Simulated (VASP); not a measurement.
Write the native input for VASP 6.6.1 that does the following.

| Property | Result |
| --- | --- |
| Task | single point |
| Functional | PBE |
| Potentials or basis | VASP PAW PBE potentials, release 64 (Be) |
| Cutoff | 520 eV |
| k mesh | 9 × 9 × 9 |
| Occupations | gaussian, width 0.1 eV |
| Spin | no spin polarisation |
| Dipole correction | no |
| Further INCAR settings | ALGO = Normal; EDIFF = 1e-06; NBANDS = 18 |

The structure of Be lies in POSCAR:

```
Be
1.0
    2.9995168774      1.7317718766      2.1031720844
   -2.9995168774      1.7317718766      2.1031720844
    0.0000000000     -3.4635437532      2.1031720844
Be
8
Direct
    0.8074739732      0.1925260268      0.5000000000
    0.6956661456      0.3043338544      0.0000000000
    0.2540049110      0.2540049110      0.2540049110
    0.1925260268      0.5000000000      0.8074739732
    0.5000000000      0.8074739732      0.1925260268
    0.7459950890      0.7459950890      0.7459950890
    0.0000000000      0.6956661456      0.3043338544
    0.3043338544      0.0000000000      0.6956661456
```

The input as run:

INCAR

```
ALGO = Normal
EDIFF = 1E-6
ENCUT = 520
GGA = PE
ISIF = 2
ISMEAR = 0
LASPH = T
LCHARG = F
LREAL = F
LWAVE = F
NBANDS = 18
NELM = 100
PREC = Accurate
SIGMA = 0.1
```

KPOINTS

```
k-points
0
Gamma
  9 9 9
```

Potentials or basis: VASP PAW PBE potentials, release 64 (Be).

Run with:

```console
$ cat potpaw_PBE.64/Be/POTCAR > POTCAR
$ mpirun -np 1 vasp_std > vasp.out
```

Results of the run:

| Quantity | Value |
| --- | --- |
| Pressure | 0.2 GPa |
| Largest force | 0.004 eV/Å |
| Band gap on the k mesh | zero (bands 8 and 9 overlap by 2.79 eV) |

Wall time 40 s on 1 thread of Intel(R) Xeon(R) Platinum 8488C (Sapphire Rapids), with other jobs on the host, peak memory 0.2 GiB.
